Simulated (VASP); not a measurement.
# As (Fd-3m) in VASP: notebook, part 2 of 2

VASP 6.6.1. The steps go on from the part before.

### Step 4. Single point, PBE (volume scaled by 0.9)

Input file INCAR:

```
SYSTEM = As
PREC = Accurate
ENCUT = 520
EDIFF = 1E-7
ISMEAR = -1
SIGMA = 0.08
LREAL = .FALSE.
LASPH = .TRUE.
NELM = 100
ALGO = Normal
ISIF = 2
LWAVE = .FALSE.
LCHARG = .FALSE.
GGA = PE
NBANDS = 12
```

Input file KPOINTS:

```
regular mesh
0
G
  13 13 13
  0 0 0
```

Input file POSCAR:

```
As
1.0
    0.0000000000      2.9482977869      2.9482977869
    2.9482977869      0.0000000000      2.9482977869
    2.9482977869      2.9482977869      0.0000000000
As
2
Direct
   -0.1250000000     -0.1250000000     -0.1250000000
    0.1250000000      0.1250000000      0.1250000000
```

Potentials or basis: VASP PAW PBE potentials, release 64 (As).

The run is started by

```sh
$ cat potpaw_PBE.64/As/POTCAR > POTCAR
$ mpirun -np 1 vasp_std > vasp.out
```

OUTCAR:

```text
SYSTEM = As
   PREC = Accurate
   ENCUT = 520
   EDIFF = 1E-7
   ISMEAR = -1
   LREAL = .FALSE.
   LASPH = .TRUE.
   NELM = 100
   ISIF = 2
   GGA = PE

 ion  position               nearest neighbor table
   1  0.875  0.875  0.875-   2 2.55   2 2.55   2 2.55   2 2.55
   2  0.125  0.125  0.125-   1 2.55   1 2.55   1 2.55   1 2.55

  LATTYP: Found a face centered cubic cell.
 ALAT       =     5.8965955738

  Lattice vectors:

 A1 = (   0.0000000000,   2.9482977869,   2.9482977869)
 A2 = (   2.9482977869,   0.0000000000,   2.9482977869)
 A3 = (   2.9482977869,   2.9482977869,   0.0000000000)

Analysis of symmetry for initial positions (statically):
=====================================================================
 Subroutine PRICEL returns:
 Original cell was already a primitive cell.

 Routine SETGRP: Setting up the symmetry group for a
 face centered cubic supercell.

 Subroutine GETGRP returns: Found 48 space group operations
 (whereof 12 operations were pure point group operations)
 out of a pool of 48 trial point group operations.

The static configuration has the point symmetry D_3d.
 The point group associated with its full space group is O_h .

Analysis of symmetry for dynamics (positions and initial velocities):
=====================================================================
 Subroutine PRICEL returns:
 Original cell was already a primitive cell.

 Routine SETGRP: Setting up the symmetry group for a
 face centered cubic supercell.

 Subroutine GETGRP returns: Found 48 space group operations
 (whereof 12 operations were pure point group operations)
 out of a pool of 48 trial point group operations.

The dynamic configuration has the point symmetry D_3d.
 The point group associated with its full space group is O_h .

 Subroutine INISYM returns: Found 48 space group operations
 (whereof 12 operations are pure point group operations),
 and found     1 'primitive' translations

----------------------------------------------------------------------------------------

                                     Primitive cell

  volume of cell :      51.2559

  direct lattice vectors                    reciprocal lattice vectors
     0.000000000  2.948297787  2.948297787    -0.169589382  0.169589382  0.169589382
     2.948297787  0.000000000  2.948297787     0.169589382 -0.169589382  0.169589382
     2.948297787  2.948297787  0.000000000     0.169589382  0.169589382 -0.169589382

  length of vectors
     4.169522716  4.169522716  4.169522716     0.293737426  0.293737426  0.293737426

  position of ions in fractional coordinates (direct lattice)
     0.875000000  0.875000000  0.875000000
     0.125000000  0.125000000  0.125000000

  ion indices of the primitive-cell ions
   primitive index   ion index
                 1           1
                 2           2

----------------------------------------------------------------------------------------

 KPOINTS: regular mesh

Automatic generation of k-mesh.
 Grid dimensions read from file:
 generate k-points for:   13   13   13

 Generating k-lattice:

  Cartesian coordinates                     Fractional coordinates (reciprocal lattice)
    -0.013045337  0.013045337  0.013045337     0.076923077  0.000000000  0.000000000
     0.013045337 -0.013045337  0.013045337     0.000000000  0.076923077  0.000000000
     0.013045337  0.013045337 -0.013045337     0.000000000  0.000000000  0.076923077

  Length of vectors
     0.022595187  0.022595187  0.022595187

  Shift w.r.t. Gamma in fractional coordinates (k-lattice)
     0.000000000  0.000000000  0.000000000

 Subroutine IBZKPT returns following result:
 ===========================================

 Found     84 irreducible k-points:

 Following reciprocal coordinates:
            Coordinates               Weight
  0.000000  0.000000  0.000000      1.000000
  0.076923  0.000000  0.000000      8.000000
  0.153846  0.000000  0.000000      8.000000
  0.230769  0.000000  0.000000      8.000000
  0.307692  0.000000  0.000000      8.000000
  0.384615  0.000000  0.000000      8.000000
[... 16 lines left out ...]
  0.384615  0.153846  0.000000     24.000000
  0.461538  0.153846  0.000000     24.000000
 [... further k-points ...]
   k-points           NKPTS =     84   k-points in BZ     NKDIM =     84   number of bands    NBANDS=     12
   number of dos      NEDOS =    301   number of ions     NIONS =      2
   total plane-waves  NPLWV =  32768
   dimension x,y,z NGX =    32 NGY =   32 NGZ =   32
   dimension x,y,z NGXF=    64 NGYF=   64 NGZF=   64
   ions per type =               2
   NGX,Y,Z   is equivalent  to a cutoff of  12.76, 12.76, 12.76 a.u.
   NGXF,Y,Z  is equivalent  to a cutoff of  25.52, 25.52, 25.52 a.u.
 SYSTEM =  As
   PREC   = accura    normal or accurate (medium, high low for compatibility)
   ISTART =      0    job   : 0-new  1-cont  2-samecut
   ICHARG =      2    charge: 1-file 2-atom 10-const
   ISPIN  =      1    spin polarized calculation?
   LNONCOLLINEAR =      F non collinear calculations
   LSORBIT =      F    spin-orbit coupling
   LASPH  =      T    aspherical Exc in radial PAW
   ENCUT  =  520.0 eV  38.22 Ry    6.18 a.u.   7.75  7.75  7.75*2*pi/ulx,y,z
   NELM   =    100;   NELMIN=  2; NELMDL= -5     # of ELM steps
   EDIFF  = 0.1E-06   stopping-criterion for ELM
   LREAL  =      F    real-space projection
   EDIFFG = 0.1E-05   stopping-criterion for IOM
   NSW    =      0    number of steps for IOM
   IBRION =     -1    ionic relax: 0-MD 1-quasi-New 2-CG
   NFREE  =      0    steps in history (QN), initial steepest desc. (CG)
   ISIF   =      2    stress and relaxation
   ISYM   =      2    0-nonsym 1-usesym 2-fastsym
   POTIM  = 0.5000    time-step for ionic-motion
   TEBEG  =    0.0;   TEEND  =   0.0 temperature during run
   PSTRESS=    0.0 pullay stress
   NELECT =      10.0000    total number of electrons
   NUPDOWN=      -1.0000    fix difference up-down
   EMIN   =  10.00;   EMAX   =-10.00  energy-range for DOS
   EFERMI =   0.00;   METHOD = LEGACY
   ISMEAR =    -1;   SIGMA  =   0.08  broadening in eV -4-tet -1-fermi 0-gaus
   EFERMI_NEDOS =   21; number of points for ismear=-14 and -15
   IALGO  =     38    algorithm
   IMIX   =      4    mixing-type and parameters
     AMIX     =   0.40;   BMIX     =  1.00
     AMIX_MAG =   1.60;   BMIX_MAG =  1.00
  volume/ion in A,a.u.               =      25.63       172.95
  Fermi-wavevector in a.u.,A,eV,Ry     =   0.949497  1.794289 12.266252  0.901544
  Thomas-Fermi vector in A             =   2.077785
   LORBIT       =      0    0 simple, 1 ext, 2 COOP (PROOUT), +10 PAW based schemes
   GGA     = PE    functional components
   LHFCALC =     F    Hartree Fock is set to
   AEXX    =    0.0000 exact exchange contribution
   IVDW    =     0    specifies the selected vdW correction
   LEPSILON=     F    determine dielectric tensor
   LRPA    =     F    only Hartree local field effects (RPA)
 non-spin polarized calculation
  energy-cutoff  :      520.00
  volume of cell :       51.26
 maximum number of plane-waves:      1411
   NGX = 15   NGY = 15   NGZ = 15

 number of electron      10.0000000 magnetization

 Free energy of the ion-electron system (eV)
  ---------------------------------------------------
  ext. energy  EPLUGINS =         0.00000000
  ---------------------------------------------------
  free energy    TOTEN  =        -8.62688369 eV

  energy without entropy =       -8.61360695  energy(sigma->0) =       -8.62024532

 E-fermi :   3.9363     XC(G=0):  -9.0397

 val. band max:        3.8189731524   @ k =   0.2308   0.1538   0.0000
 cond. band min:       4.1373767712   @ k =  -0.2308   0.3846   0.1538
 fundamental gap:      0.3184036188
 Fermi energy:         3.9362911784

 k-point     1 :       0.0000    0.0000    0.0000
  band No.  band energies     occupation
      1     -10.5618      2.00000
      2      -1.5388      2.00000
      3       1.5515      2.00000
      4       1.5515      2.00000
      5       1.5515      2.00000
      6       4.4376      0.00379
      7       4.4376      0.00379
      8       4.4376      0.00379
      9       8.8027      0.00000
     10      11.8050      0.00000
     11      11.8050      0.00000
     12      13.6856      0.00000
[... 331 lines left out ...]
 k-point    24 :       0.4615    0.1538    0.0000
  band No.  band energies     occupation
      1      -9.0126      2.00000
      2      -5.7625      2.00000
      3      -0.6158      2.00000
      4       0.1609      2.00000
      5       2.7360      2.00000
      6       5.3300      0.00000
      7       6.5502      0.00000
      8       7.7586      0.00000
      9      11.3400      0.00000
     10      11.5134      0.00000
     11      13.2215      0.00000
     12      13.2894      0.00000

 [... further k-points ...]
[... 5 lines left out ...]
  --------------------------------------------------------------------------------------
  -------------------------------------------------------------------------------------
  Total        1.9879448      1.9879448      1.9879448      0.0000000     -0.0000000      0.0000000
  in kB       62.1399467     62.1399467     62.1399467      0.0000000     -0.0000000      0.0000000
  external PRESSURE =      62.1399467 kB  Pullay stress =       0.0000000 kB

 VOLUME and BASIS-vectors are now :
 -----------------------------------------------------------------------------
  energy-cutoff  :      520.00
  volume of cell :       51.26
      direct lattice vectors                 reciprocal lattice vectors
     0.000000000  2.948297787  2.948297787    -0.169589382  0.169589382  0.169589382
     2.948297787  0.000000000  2.948297787     0.169589382 -0.169589382  0.169589382
     2.948297787  2.948297787  0.000000000     0.169589382  0.169589382 -0.169589382

 POSITION                                       TOTAL-FORCE (eV/Angst)
 -----------------------------------------------------------------------------------
      5.15952      5.15952      5.15952        -0.000000      0.000000     -0.000000
      0.73707      0.73707      0.73707         0.000000     -0.000000      0.000000
 -----------------------------------------------------------------------------------
    total drift:                                0.000000      0.000000     -0.000000

  FREE ENERGIE OF THE ION-ELECTRON SYSTEM (eV)
  ---------------------------------------------------
  free  energy   TOTEN  =        -8.6268836895 eV

  energy  without entropy=       -8.6136069532  energy(sigma->0) =       -8.62024532
```

OSZICAR:

```text
N       E                     dE             d eps       ncg     rms          rms(c)
DAV:   1     0.259394644740E+02    0.25939E+02   -0.39146E+03  2016   0.675E+02
DAV:   2    -0.695825748311E+01   -0.32898E+02   -0.31390E+02  2712   0.102E+02
DAV:   3    -0.865593114713E+01   -0.16977E+01   -0.16810E+01  2564   0.234E+01
DAV:   4    -0.866732351941E+01   -0.11392E-01   -0.11385E-01  2236   0.219E+00
DAV:   5    -0.866736963693E+01   -0.46118E-04   -0.46118E-04  2468   0.152E-01    0.400E+00
DAV:   6    -0.864019197597E+01    0.27178E-01   -0.12156E-02  2220   0.557E-01    0.240E+00
DAV:   7    -0.862683410371E+01    0.13358E-01   -0.23983E-02  2248   0.802E-01    0.790E-02
DAV:   8    -0.862686852399E+01   -0.34420E-04   -0.85972E-04  2204   0.150E-01    0.183E-02
DAV:   9    -0.862687945088E+01   -0.10927E-04   -0.13498E-05  2492   0.250E-02    0.130E-02
DAV:  10    -0.862688366965E+01   -0.42188E-05   -0.53087E-06  2224   0.125E-02    0.210E-03
DAV:  11    -0.862688368945E+01   -0.19800E-07   -0.41326E-07  2388   0.335E-03
   1 F= -.86268837E+01 E0= -.86202453E+01  d E =-.132767E-01
```

It took 66 s on 1 thread of AMD EPYC 7R13, shared host; peak memory 0.16 GiB.

Results:

```yaml
Free_energy: -8.6269 eV
Pressure: 6.2 GPa
Band_gap_on_the_k_mesh: zero (band 5 reaches 4.83 eV, above the bottom of band 6 at 3.20 eV)
```

Levels at points of the mesh, in eV from the Fermi level:
| k point | band 3 | band 4 | band 5 | band 6 | band 7 | band 8 |
| --- | --- | --- | --- | --- | --- | --- |
| (0.00, 0.00, 0.00) | -2.38 | -2.38 | -2.38 | 0.50 | 0.50 | 0.50 |
